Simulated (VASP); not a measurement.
Runs of VASP 6.6.1 on CsCl. The structure is cubic, space group Pm-3m (No. 221). The conventional cell has a = 4.141 Å, b = 4.141 Å, c = 4.141 Å, α = 90.00°, β = 90.00°, γ = 90.00°. Within 4.7 Å of Cs (site symmetry m-3m) lie 8 Cl at 3.59 Å and 6 Cs at 4.14 Å. Within 4.7 Å of Cl (site symmetry m-3m) lie 8 Cs at 3.59 Å and 6 Cl at 4.14 Å. 

```tsv
level	k mesh	cutoff (eV)	grid for exact exchange (PRECFOCK)	screening parameter	gap on the mesh (eV)	pressure (GPa)
HSE06	4 × 4 × 4	400	Normal	0.2079 1/Å	6.51	0.4
r2SCAN	4 × 4 × 4	550	-	-	5.91	0.0
PBE	4 × 4 × 4	500	-	-	5.20	0.8
PBE0	4 × 4 × 4	400	Normal	-	(b)	(a)
PBE	6 × 6 × 6	500	-	-	5.20	0.8
```

Alike in all rows: task single point; potentials or basis VASP PAW PBE potentials, release 64 (Cs_sv, Cl); no spin polarisation; cell as given; smearing gaussian 0.01 eV.

Problem. Fill in the values left out.

Solution. (a) 0.3; (b) 7.25.

Caveats: spin-orbit coupling is left out, which moves the levels of the heavy elements; the PAW data sets were made with another functional, which shifts forces and pressure a little (some runs).

A k mesh can miss the band edges, and the runs leave out spin-orbit coupling on Cs.
